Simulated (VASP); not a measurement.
A run of VASP 6.6.1 is set up as follows.

Contents of INCAR:

```
PREC = Accurate ; ENCUT = 600
EDIFF = 1E-7 ; ISMEAR = 0
SIGMA = 0.1 ; LREAL = F
LASPH = T ; NELM = 100
ALGO = Fast ; ISIF = 3
LWAVE = F ; LCHARG = F
GGA = PS ; IBRION = 2
NSW = 100 ; EDIFFG = -0.005
```

Contents of KPOINTS:

```
regular mesh
0
Gamma
  18 18 18
```

Contents of POSCAR:

```
Ta
1.0
   -1.6549986157      1.6549986157      1.6549986157
    1.6549986157     -1.6549986157      1.6549986157
    1.6549986157      1.6549986157     -1.6549986157
Ta
1
Direct
    0.0000000000      0.0000000000      0.0000000000
```

Potentials or basis: VASP PAW PBE potentials, release 64 (Ta_pv).

Launch:

```console
$ cat potpaw_PBE.64/Ta_pv/POTCAR > POTCAR
$ mpirun -np 1 vasp_std > vasp.out
```

**Question.** Estimate the relaxed cell.

**Answer.** a = 2.842 Å, b = 2.842 Å, c = 2.842 Å, α = 109.47°, β = 109.47°, γ = 109.47°.

**Question.** Predict the relaxed volume.

**Answer.** 17.67 Å³/atom.

**Question.** Predict the space group after relaxing (to 0.05 Å).

**Answer.** Im-3m (No. 229).

The path:
```tsv
step	energy change (eV)	largest force (eV/Å)	pressure (GPa)	volume (Å³)
1	0.0000	0.0000	-5.12	18.13
2	0.0345	0.0000	13.99	16.65
3	-0.0075	0.0000	-0.10	17.68
4	-0.0076	0.0000	0.02	17.67
```

Caveat: the PAW data sets were made with another functional, which shifts forces and pressure a little.
